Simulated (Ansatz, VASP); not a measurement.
## Two plane-wave programs on Ti

File INCAR:

```
PREC = Accurate ; ENCUT = 600
EDIFF = 1E-6 ; ISMEAR = -1
SIGMA = 0.05 ; LREAL = False
LASPH = True ; NELM = 60
ALGO = Normal ; ISIF = 3
LWAVE = False ; LCHARG = False
GGA = RP ; IVDW = 13
IBRION = 2 ; NSW = 60
EDIFFG = -0.01
```

Contents of KPOINTS:

```
regular mesh
0
Gamma
  11 11 11
```

The input POSCAR:

```
Ti
1.0
   -1.6410000000      1.6410000000      1.6410000000
    1.6410000000     -1.6410000000      1.6410000000
    1.6410000000      1.6410000000     -1.6410000000
Ti
1
Direct
    0.0000000000      0.0000000000      0.0000000000
```

File input.yaml:

```yaml
crystal:
  lattice:
    - [-1.641, 1.641, 1.641]
    - [1.641, -1.641, 1.641]
    - [1.641, 1.641, -1.641]
  atoms:
    - { symbol: Ti, position: [0.0, 0.0, 0.0] }
hamiltonian:
  xc: rpbe
  pseudopotentials: { kind: paw }
  dispersion: d4
kpoints:
  mp_grid: { grid: [11, 11, 11] }
scf:
  occupations: { method: fermi_dirac, width: 0.05 }
output:
  forces: true
  stress: true
relax:
  f_tol: 0.01
  max_steps: 40
  cell: { stress_tol: 0.05 }
```

Alike in both runs: task relaxation of cell and atoms; functional RPBE; dispersion D4; k mesh 11 × 11 × 11; occupations fermi-dirac, width 0.05 eV; no spin polarisation.

|  | VASP | Ansatz |
| --- | --- | --- |
| version | VASP 6.6.1 | Ansatz 0.2.0 |
| potentials or method | VASP PAW PBE potentials, release 64 (Ti_sv) | Ansatz PAW |
| plane-wave cutoff (eV) | 600 | 420 |
| valence electrons in the cell | 12 | 12 |

Ansatz gave:

```
relaxed volume (Å³/atom)                                     : 17.23
relaxed cell length with the largest relative difference (Å) : 2.818
```

Question: Estimate VASP's values.

Answer: Relaxed volume (Å³/atom): 17.19; relaxed cell length with the largest relative difference (Å): 2.816.

VASP's potentials were made for PBE, not for RPBE.

Noted on Ansatz's run: the plane-wave basis is chosen anew once the cell has moved, so the energies of steps on either side of that aren't comparable.
